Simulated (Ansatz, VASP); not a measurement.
# One calculation of Hf, two programs

File INCAR:

```
PREC = Accurate
ENCUT = 520
EDIFF = 1E-7
ISMEAR = 0
SIGMA = 0.15
LREAL = F
LASPH = T
NELM = 60
ALGO = Fast
ISIF = 2
LWAVE = F
LCHARG = F
GGA = PS
NBANDS = 17
```

The input KPOINTS:

```
Automatic mesh
0
Gamma
  18 18 10
```

Contents of POSCAR:

```
Hf
1.0
    3.6343092743      0.0000000000      0.0000000000
   -1.8171546372      2.3263422028      0.0000000000
    0.0000000000      0.0000000000      4.9962244915
Hf
2
Direct
    0.3333333333      0.6666666667      0.2500000000
    0.6666666667      0.3333333333      0.7500000000
```

Input for Ansatz:

```yaml
crystal:
  lattice:
    - [3.6343092743, 0.0, 0.0]
    - [-1.8171546372, 2.3263422028, 0.0]
    - [0.0, 0.0, 4.9962244915]
  atoms:
    - { symbol: Hf, position: [0.3333333333, 0.6666666667, 0.25] }
    - { symbol: Hf, position: [0.6666666667, 0.3333333333, 0.75] }
basis:
  ecutwfc: 420
kpoints:
  mp_grid: { grid: [18, 18, 10] }
hamiltonian:
  xc: pbesol
  pseudopotentials: { kind: paw }
scf:
  occupations: { method: gaussian, width: 0.15 }
output:
  forces: true
  stress: true
  eigenvalues: true
  write_density: true
  write_potential: true
  elf: true
  volumetric_format: npy
```

Change from the starting cell: strain +e along x and -e along y +0.1500, strain +e along z and -e/2 along x and y +0.0000.

Alike in both runs: task single point; functional PBEsol; k mesh 18 × 18 × 10; occupations gaussian, width 0.15 eV; no spin polarisation.

|  | VASP | Ansatz |
| --- | --- | --- |
| version | VASP 6.6.1 | Ansatz 0.2.0 |
| potentials or method | VASP PAW PBE potentials, release 64 (Hf_pv), cutoff 520 eV | scalar-relativistic, plane waves, PAW |
| valence electrons in the cell | 20 | 52 |

Ansatz gave:

- gap on the k mesh at the Fermi level (eV): none
- pressure (GPa): 3.0
- traceless stress, the component that is largest in VASP (GPa): 10.16
- rms of the force components (eV/Å): 0.523

What did VASP give for the same quantities?

gap on the k mesh at the Fermi level (eV): none; pressure (GPa): 2.7; traceless stress, the component that is largest in VASP (GPa): 10.20; rms of the force components (eV/Å): 0.522.

VASP's potentials were made for PBE, not for PBEsol. Atom by atom the forces differ by 0.001 eV/Å (rms over components). A gap of «none» marks a metal or a gap that the smearing closes. The functional is the same, so the differences come from potentials, cutoffs and numerics. VASP's potentials hold 20 valence electrons a cell and Ansatz's 52, so a difference there can come from the potentials and not from the codes.

Neither program's run includes spin-orbit coupling.
